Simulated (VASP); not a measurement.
A run of VASP 6.6.1 is set up as follows.

File INCAR:

```
PREC = Accurate ; ENCUT = 500
EDIFF = 1E-6 ; ISMEAR = -1
SIGMA = 0.08 ; LREAL = False
LASPH = True ; NELM = 120
ALGO = Normal ; ISIF = 2
LWAVE = False ; LCHARG = True
GGA = PE ; LELF = True
LVHAR = True ; NBANDS = 11
GGA_COMPAT = False
```

The input KPOINTS:

```
regular mesh
0
Gamma
  14 14 14
```

POSCAR

```
Sr
1.0
   -1.8878105037      1.8878105037      1.8878105037
    1.8878105037     -1.8878105037      1.8878105037
    1.8878105037      1.8878105037     -1.8878105037
Sr
1
Direct
    0.0000000000      0.0000000000      0.0000000000
```

Potentials or basis: VASP PAW PBE potentials, release 64 (Sr_sv).

Launch:

```bash
$ cat potpaw_PBE.64/Sr_sv/POTCAR > POTCAR
$ mpirun -np 1 vasp_std > vasp.out
```

**Question.** Predict the pressure.

**Answer.** 24.3 GPa.

**Question.** Predict the band gap on the k mesh.

**Answer.** Zero (band 5 reaches 5.64 eV, above the bottom of band 6 at 3.10 eV).
